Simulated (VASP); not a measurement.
# Al6H in VASP: further runs

Runs on Al6H. Level: PBE. Tasks: single point.

All numbers are computed with VASP 6.6.1; they aren't measurements. Logs are shortened: lines on timing, memory, paths and dates and some standing lists are left out, and cuts for length are marked.

**1. The cell of the first run**

The cell holds a slab with vacuum, 14 atoms: a = 5.714 Å, b = 5.714 Å, c = 22.602 Å, α = 90.00°, β = 90.00°, γ = 120.00°.

**2. Single point, PBE**

INCAR

```
ALGO = Normal ; DIPOL = 0.5 0.5 0.302
EDIFF = 1E-7 ; ENCUT = 520
GGA = PE ; IDIPOL = 3
ISIF = 2 ; ISMEAR = 0
LASPH = True ; LCHARG = False
LDIPOL = True ; LREAL = False
LWAVE = False ; NBANDS = 32
NELM = 100 ; PREC = Accurate
SIGMA = 0.1
```

KPOINTS

```
k-points
0
Gamma
  6 6 1
```

POSCAR

```
Al6H
1.0
    5.7143028096      0.0000000000      0.0000000000
   -2.8571514048      4.9487313980      0.0000000000
    0.0000000000      0.0000000000     22.6016424997
Al H
12 2
Direct
    0.3333333333      0.1666666667      0.1769782882
    0.3333333333      0.6666666667      0.1769782882
    0.8333333333      0.1666666667      0.1769782882
    0.8333333333      0.6666666667      0.1769782882
    0.1666666667      0.3333333333      0.2787817902
    0.1666666667      0.8333333333      0.2787817902
    0.6666666667      0.3333333333      0.2787817902
    0.6666666667      0.8333333333      0.2787817902
    0.0000000000      0.0000000000      0.3805759913
    0.0000000000      0.5000000000      0.3805759913
    0.5000000000      0.0000000000      0.3805759913
    0.5000000000      0.5000000000      0.3805759913
    0.2025212247      0.1666666667      0.4429608379
    0.4641454420      0.1666666667      0.4429608379
```

Potentials or basis: VASP PAW PBE potentials, release 64 (Al, H).

On the command line:

```console
cat potpaw_PBE.64/Al/POTCAR potpaw_PBE.64/H/POTCAR > POTCAR
mpirun -np 1 vasp_std > vasp.out
```

OUTCAR:

```text
EDIFF = 1E-7
   ENCUT = 520
   GGA = PE
   ISIF = 2
   ISMEAR = 0
   LASPH = True
   LREAL = False
   NELM = 100
   PREC = Accurate

 ion  position               nearest neighbor table
   1  0.333  0.167  0.177-   5 2.83   6 2.83   7 2.83   4 2.86   2 2.86   2 2.86   4 2.86   3 2.86
                             3 2.86
   2  0.333  0.667  0.177-   6 2.83   5 2.83   8 2.83   3 2.86   1 2.86   1 2.86   3 2.86   4 2.86
                             4 2.86
   3  0.833  0.167  0.177-   7 2.83   8 2.83   5 2.83   4 2.86   2 2.86   4 2.86   2 2.86   1 2.86
                             1 2.86
   4  0.833  0.667  0.177-   8 2.83   7 2.83   6 2.83   3 2.86   1 2.86   3 2.86   1 2.86   2 2.86
                             2 2.86
   5  0.167  0.333  0.279-   9 2.83  12 2.83  10 2.83   1 2.83   2 2.83   3 2.83   8 2.86   6 2.86
                             6 2.86   8 2.86   7 2.86   7 2.86
   6  0.167  0.833  0.279-  10 2.83  11 2.83   9 2.83   2 2.83   1 2.83   4 2.83   7 2.86   5 2.86
                             5 2.86   7 2.86   8 2.86   8 2.86
   7  0.667  0.333  0.279-  11 2.83  10 2.83  12 2.83   3 2.83   4 2.83   1 2.83   8 2.86   6 2.86
                             8 2.86   6 2.86   5 2.86   5 2.86
   8  0.667  0.833  0.279-  12 2.83   9 2.83  11 2.83   4 2.83   3 2.83   2 2.83   7 2.86   5 2.86
                             7 2.86   5 2.86   6 2.86   6 2.86
   9  0.000  0.000  0.381-  13 1.77   5 2.83   8 2.83   6 2.83  12 2.86  10 2.86  10 2.86  12 2.86
                            11 2.86  11 2.86
  10  0.000  0.500  0.381-   6 2.83   7 2.83   5 2.83   9 2.86  11 2.86   9 2.86  11 2.86  12 2.86
                            12 2.86
  11  0.500  0.000  0.381-  14 1.77   7 2.83   6 2.83   8 2.83  12 2.86  10 2.86  12 2.86  10 2.86
                             9 2.86   9 2.86
  12  0.500  0.500  0.381-   8 2.83   5 2.83   7 2.83   9 2.86  11 2.86  11 2.86   9 2.86  10 2.86
                            10 2.86
  13  0.203  0.167  0.443-   9 1.77
  14  0.464  0.167  0.443-  11 1.77

  LATTYP: Found a hexagonal cell.
 ALAT       =     5.7143028096
 C/A-ratio  =     3.9552756045

  Lattice vectors:

 A1 = (   5.7143028096,   0.0000000000,   0.0000000000)
 A2 = (  -2.8571514048,   4.9487313980,   0.0000000000)
 A3 = (   0.0000000000,   0.0000000000,  22.6016424997)

Analysis of symmetry for initial positions (statically):
=====================================================================
 Subroutine PRICEL returns:
 Original cell was already a primitive cell.

 Routine SETGRP: Setting up the symmetry group for a
 hexagonal supercell.

 Subroutine GETGRP returns: Found  2 space group operations
 (whereof  1 operations were pure point group operations)
 out of a pool of 24 trial point group operations.

The static configuration has the point symmetry C_1 .
 The point group associated with its full space group is C_1h.

Analysis of symmetry for dynamics (positions and initial velocities):
=====================================================================
 Subroutine PRICEL returns:
 Original cell was already a primitive cell.

 Routine SETGRP: Setting up the symmetry group for a
 hexagonal supercell.

 Subroutine GETGRP returns: Found  2 space group operations
 (whereof  1 operations were pure point group operations)
 out of a pool of 24 trial point group operations.

The dynamic configuration has the point symmetry C_1 .
 The point group associated with its full space group is C_1h.

 Subroutine INISYM returns: Found  2 space group operations
 (whereof  1 operations are pure point group operations),
 and found     1 'primitive' translations

----------------------------------------------------------------------------------------

                                     Primitive cell

  volume of cell :     639.1417

  direct lattice vectors                    reciprocal lattice vectors
     5.714302810  0.000000000  0.000000000     0.174999476  0.101035995  0.000000000
    -2.857151405  4.948731398  0.000000000     0.000000000  0.202071990  0.000000000
     0.000000000  0.000000000 22.601642500     0.000000000  0.000000000  0.044244572

  length of vectors
     5.714302810  5.714302810 22.601642500     0.202071990  0.202071990  0.044244572

  position of ions in fractional coordinates (direct lattice)
     0.333333333  0.166666667  0.176978288
     0.333333333  0.666666667  0.176978288
     0.833333333  0.166666667  0.176978288
     0.833333333  0.666666667  0.176978288
     0.166666667  0.333333333  0.278781790
     0.166666667  0.833333333  0.278781790
[... 59 lines left out ...]
  0.500000  0.000000  0.000000      2.000000
  0.000000  0.500000  0.000000      1.000000
  0.166667  0.166667  0.000000      4.000000
 -0.333333  0.166667  0.000000      2.000000
  0.333333  0.166667  0.000000      4.000000
 -0.166667  0.500000  0.000000      4.000000
  0.500000  0.333333  0.000000      4.000000
  0.333333  0.333333  0.000000      2.000000
   k-points           NKPTS =     13   k-points in BZ     NKDIM =     13   number of bands    NBANDS=     32
   number of dos      NEDOS =    301   number of ions     NIONS =     14
   total plane-waves  NPLWV = 296352
   dimension x,y,z NGX =    42 NGY =   42 NGZ =  168
   dimension x,y,z NGXF=    84 NGYF=   84 NGZF=  336
   ions per type =              12   2
   NGX,Y,Z   is equivalent  to a cutoff of  12.22, 12.22, 12.36 a.u.
   NGXF,Y,Z  is equivalent  to a cutoff of  24.44, 24.44, 24.71 a.u.
 SYSTEM =  unknown system
   PREC   = accura    normal or accurate (medium, high low for compatibility)
   ISTART =      0    job   : 0-new  1-cont  2-samecut
   ICHARG =      2    charge: 1-file 2-atom 10-const
   ISPIN  =      1    spin polarized calculation?
   LNONCOLLINEAR =      F non collinear calculations
   LSORBIT =      F    spin-orbit coupling
   LASPH  =      T    aspherical Exc in radial PAW
   ENCUT  =  520.0 eV  38.22 Ry    6.18 a.u.  10.62 10.62 42.02*2*pi/ulx,y,z
   NELM   =    100;   NELMIN=  2; NELMDL= -5     # of ELM steps
   EDIFF  = 0.1E-06   stopping-criterion for ELM
   LREAL  =      F    real-space projection
   EDIFFG = 0.1E-05   stopping-criterion for IOM
   NSW    =      0    number of steps for IOM
   IBRION =     -1    ionic relax: 0-MD 1-quasi-New 2-CG
   NFREE  =      0    steps in history (QN), initial steepest desc. (CG)
   ISIF   =      2    stress and relaxation
   ISYM   =      2    0-nonsym 1-usesym 2-fastsym
   POTIM  = 0.5000    time-step for ionic-motion
   TEBEG  =    0.0;   TEEND  =   0.0 temperature during run
   PSTRESS=    0.0 pullay stress
   NELECT =      38.0000    total number of electrons
   NUPDOWN=      -1.0000    fix difference up-down
   EMIN   =  10.00;   EMAX   =-10.00  energy-range for DOS
   EFERMI =   0.00;   METHOD = LEGACY
   ISMEAR =     0;   SIGMA  =   0.10  broadening in eV -4-tet -1-fermi 0-gaus
   EFERMI_NEDOS =   21; number of points for ismear=-14 and -15
   IALGO  =     38    algorithm
   IMIX   =      4    mixing-type and parameters
     AMIX     =   0.40;   BMIX     =  1.00
     AMIX_MAG =   1.60;   BMIX_MAG =  1.00
  volume/ion in A,a.u.               =      45.65       308.08
  Fermi-wavevector in a.u.,A,eV,Ry     =   0.638955  1.207450  5.554763  0.408264
  Thomas-Fermi vector in A             =   1.704469
   LORBIT       =      0    0 simple, 1 ext, 2 COOP (PROOUT), +10 PAW based schemes
   GGA     = PE    functional components
   LHFCALC =     F    Hartree Fock is set to
   AEXX    =    0.0000 exact exchange contribution
   IVDW    =     0    specifies the selected vdW correction
   LEPSILON=     F    determine dielectric tensor
   LRPA    =     F    only Hartree local field effects (RPA)
 non-spin polarized calculation
 Gauss-broadening in eV      SIGMA  =   0.10
  energy-cutoff  :      520.00
  volume of cell :      639.14
 maximum number of plane-waves:     17305
   NGX = 21   NGY = 21   NGZ = 85

 dipolmoment           0.000000      0.000000     -0.212227 electrons x Angstroem

 number of electron      37.9999999 magnetization

 dipolmoment           0.000000      0.000000      0.064719 electrons x Angstroem

 Free energy of the ion-electron system (eV)
  ---------------------------------------------------
  ext. energy  EPLUGINS =         0.00000000
  ---------------------------------------------------
  free energy    TOTEN  =       -47.64189432 eV

  energy without entropy =      -47.60807529  energy(sigma->0) =      -47.62498481

 E-fermi :  -0.2895     XC(G=0):  -4.0359

 val. band max:       -0.2912270804   @ k =  -0.3333   0.1667   0.0000
 cond. band min:      -0.2854432524   @ k =   0.3333  -0.0000   0.0000
 fundamental gap:      0.0057838280
 Fermi energy:        -0.2894737910

 k-point     1 :       0.0000    0.0000    0.0000
  band No.  band energies     occupation
      1     -11.0033      2.00000
      2      -9.4913      2.00000
      3      -7.3647      2.00000
      4      -5.4707      2.00000
      5      -5.1859      2.00000
      6      -5.0758      2.00000
[... 431 lines left out ...]
     30       2.9605      0.00000
     31       3.3989      0.00000
 [bands above 31 left out]

------------------------ aborting loop because EDIFF is reached ----------------------------------------

 vacuum level on the upper side and lower side of the slab       (xc-potential included)         0.179        -0.230

  FORCE on cell =-STRESS in cart. coord.  units (eV):
  Direction    XX          YY          ZZ          XY          YZ          ZX
  --------------------------------------------------------------------------------------
  -------------------------------------------------------------------------------------
  Total       -0.7347213     -3.3765624      0.3129320      0.0000000     -0.7299264      0.0000000
  in kB       -1.8417729     -8.4642450      0.7844466      0.0000000     -1.8297532      0.0000000
  external PRESSURE =      -3.1738571 kB  Pullay stress =       0.0000000 kB

 VOLUME and BASIS-vectors are now :
 -----------------------------------------------------------------------------
  energy-cutoff  :      520.00
  volume of cell :      639.14
      direct lattice vectors                 reciprocal lattice vectors
     5.714302810  0.000000000  0.000000000     0.174999476  0.101035995  0.000000000
    -2.857151405  4.948731398  0.000000000     0.000000000  0.202071990  0.000000000
     0.000000000  0.000000000 22.601642500     0.000000000  0.000000000  0.044244572

 POSITION                                       TOTAL-FORCE (eV/Angst)
 -----------------------------------------------------------------------------------
      1.42858      0.82479      4.00000        -0.000000     -0.030936     -0.050768
     -0.00000      3.29915      4.00000        -0.067207     -0.003106     -0.170077
      4.28573      0.82479      4.00000         0.000000      0.051526     -0.130632
      2.85715      3.29915      4.00000         0.067207     -0.003106     -0.170077
      0.00000      1.64958      6.30093         0.004676      0.118016      0.157700
     -1.42858      4.12394      6.30093         0.000000     -0.054155      0.103926
      2.85715      1.64958      6.30093        -0.004676      0.118016      0.157700
      1.42858      4.12394      6.30093        -0.000000     -0.056612     -0.045872
      0.00000      0.00000      8.60164        -0.378058     -0.057707      0.442012
     -1.42858      2.47437      8.60164         0.000000      0.168993     -0.105701
      2.85715      0.00000      8.60164         0.378058     -0.057707      0.442012
      1.42858      2.47437      8.60164         0.000000      0.073188      0.220459
      0.68108      0.82479     10.01164        -0.582371     -0.133205     -0.425341
      2.17608      0.82479     10.01164         0.582371     -0.133205     -0.425341
 -----------------------------------------------------------------------------------
    total drift:                               -0.000000     -0.000101     -0.000160

  FREE ENERGIE OF THE ION-ELECTRON SYSTEM (eV)
  ---------------------------------------------------
  free  energy   TOTEN  =       -47.6418943234 eV

  energy  without entropy=      -47.6080752940  energy(sigma->0) =      -47.62498481

 vacuum level on the upper side and lower side of the slab         4.044         3.626
```

Run time: 9.6 min. Hardware: 1 thread of Intel Xeon Platinum 8488C (Sapphire Rapids), shared host; peak memory 0.69 GiB.

Results:

* Free energy: -47.6419 eV
* Largest force: 0.733 eV/Å
* Band gap on the k mesh: zero (bands 19 and 20 overlap by 0.75 eV)

Forces on the atoms (eV/Å):
```
Al   0.000 -0.031 -0.051
Al  -0.067 -0.003 -0.170
Al   0.000  0.052 -0.131
Al   0.067 -0.003 -0.170
Al   0.005  0.118  0.158
Al   0.000 -0.054  0.104
Al  -0.005  0.118  0.158
Al   0.000 -0.057 -0.046
Al  -0.378 -0.058  0.442
Al   0.000  0.169 -0.106
Al   0.378 -0.058  0.442
Al   0.000  0.073  0.220
H   -0.582 -0.133 -0.425
H    0.582 -0.133 -0.425
```

Levels at points of the mesh, in eV from the Fermi level:
```
           k point  band 16  band 17  band 18  band 19  band 20  band 21  band 22  band 23
(0.00, 0.00, 0.00)    -2.83    -1.72    -1.63    -0.51    -0.37    -0.27    -0.22     0.01
(0.50, 0.00, 0.00)    -0.59    -0.58    -0.34     0.05     0.13     0.87     0.99     1.36
(0.00, 0.50, 0.00)    -0.64    -0.46    -0.44    -0.25     0.17     0.87     0.91     1.33
```

**3. Single point, PBE**

INCAR

```
ALGO = Normal
DIPOL = 0.5 0.5 0.306
EDIFF = 1E-6
ENCUT = 520
GGA = PE
IDIPOL = 3
ISIF = 2
ISMEAR = 0
LASPH = T
LCHARG = F
LDIPOL = T
LREAL = F
LWAVE = F
NBANDS = 32
NELM = 60
PREC = Accurate
SIGMA = 0.1
```

KPOINTS is that of step 2.

Edit POSCAR of step 2 so:

```diff
@@ -20,3 +20,3 @@
     0.5000000000      0.5000000000      0.3805759913
-    0.2025212247      0.1666666667      0.4429608379
-    0.4641454420      0.1666666667      0.4429608379
+    0.2025212247      0.1666666667      0.4712773640
+    0.4641454420      0.1666666667      0.4712773640
```

Potentials or basis: VASP PAW PBE potentials, release 64 (Al, H).

On the command line:

```console
cat potpaw_PBE.64/Al/POTCAR potpaw_PBE.64/H/POTCAR > POTCAR
mpirun -np 1 vasp_std > vasp.out
```

It took 7.4 min on 1 thread of Intel Xeon Platinum 8488C (Sapphire Rapids), shared host; peak memory 0.69 GiB.

The run converged. Its results:

- Free energy: -46.7129 eV
- Largest force: 1.604 eV/Å
- Band gap on the k mesh: zero (bands 19 and 20 overlap by 0.91 eV)

Forces on the atoms (eV/Å):
```
Al   0.000 -0.007 -0.089
Al  -0.033 -0.011 -0.092
Al   0.000  0.046 -0.089
Al   0.033 -0.011 -0.092
Al   0.042  0.093 -0.001
Al   0.000 -0.013 -0.056
Al  -0.042  0.093 -0.001
Al   0.000 -0.069  0.030
Al   0.030  0.162  0.682
Al   0.000  0.015  0.099
Al  -0.030  0.162  0.682
Al   0.000 -0.072  0.099
H    1.480 -0.194 -0.586
H   -1.480 -0.194 -0.586
```

Levels at points of the mesh, in eV from the Fermi level:
```
           k point  band 16  band 17  band 18  band 19  band 20  band 21  band 22  band 23
(0.00, 0.00, 0.00)    -2.77    -1.98    -0.92    -0.41    -0.31    -0.25    -0.18    -0.13
(0.50, 0.00, 0.00)    -0.53    -0.51    -0.27    -0.17     0.42     0.93     1.01     1.40
(0.00, 0.50, 0.00)    -0.53    -0.49    -0.29    -0.19     0.15     0.93     0.93     1.36
```

[end of part 1 of 2]

The gap in the log of VASP goes by the Fermi energy; the results here count the filled bands.